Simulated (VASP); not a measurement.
Here is a VASP 6.6.1 calculation.

The input INCAR:

```
PREC = Accurate
ENCUT = 500
EDIFF = 1E-6
ISMEAR = 0
SIGMA = 0.15
LREAL = False
LASPH = True
NELM = 120
ALGO = Normal
ISIF = 2
LWAVE = False
LCHARG = True
GGA = PE
LELF = True
LVHAR = True
NBANDS = 18
GGA_COMPAT = False
```

Contents of KPOINTS:

```
regular mesh
0
Gamma
  18 18 10
```

The input POSCAR:

```
Au
1.0
    2.9534239609      0.0000000000      0.0000000000
   -1.4767119804      2.5577401783      0.0000000000
    0.0000000000      0.0000000000      4.9511562104
Au
2
Direct
    0.1886622649      0.6666666667      0.7500000000
    0.8113377351      0.3333333333      0.2500000000
```

Potentials or basis: VASP PAW PBE potentials, release 64 (Au).

Run with:

```console
$ cat potpaw_PBE.64/Au/POTCAR > POTCAR
$ mpirun -np 1 vasp_std > vasp.out
```

Task: Estimate the band gap on the k mesh.

Result: Zero (bands 11 and 12 overlap by 5.36 eV).

Task: Estimate the pressure.

Result: -0.6 GPa.

Task: Predict the largest force.

Result: 0.598 eV/Å.

Stress tensor (GPa, compression positive):
```
-4.71  0.67  0.00
 0.67 -4.32  0.00
 0.00  0.00  7.09
```

Caveat: the cell differs from its parent crystal (atoms displaced along a vibrational mode, the cell strained); spin-orbit coupling is left out, which moves the levels of the heavy elements.
